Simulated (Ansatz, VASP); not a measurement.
**Two plane-wave programs on VN**

```
V N
1.0
     0.00000    2.06400    2.06400
     2.06400    0.00000    2.06400
     2.06400    2.06400    0.00000
V N
1 1
Cartesian
  0.0000 0.0000 0.0000
  2.0640 2.0640 2.0640
```

Alike in both runs: task single point; functional PBE; k mesh 8 × 8 × 8; occupations gaussian, width 0.1 eV; collinear spin.

|  | VASP | Ansatz |
| --- | --- | --- |
| version | VASP 6.6.1 | Ansatz 0.2.0 |
| potentials or method | VASP PAW PBE potentials, release 64 (V_sv, N), cutoff 600 eV | scalar-relativistic, plane waves, PAW |
| valence electrons in the cell | 18 | 18 |

Ansatz gave:

| Item | Value |
| --- | --- |
| gap on the k mesh at the Fermi level (eV) | none |
| pressure (GPa) | -2.5 |
| net moment per atom (μB) | 0.07 |
| size of the moment on the site where the two differ most (μB) | 0.10 |

Q: What did VASP give for the same quantities?

A: gap on the k mesh at the Fermi level (eV): none; pressure (GPa): -1.9; net moment per atom (μB): 0.07; size of the moment on the site where the two differ most (μB): 0.12.

Site moments also hang on the region over which each program counts them. A gap of «none» marks a metal or a gap that the smearing closes. Ansatz's warnings: seeded moment not kept.
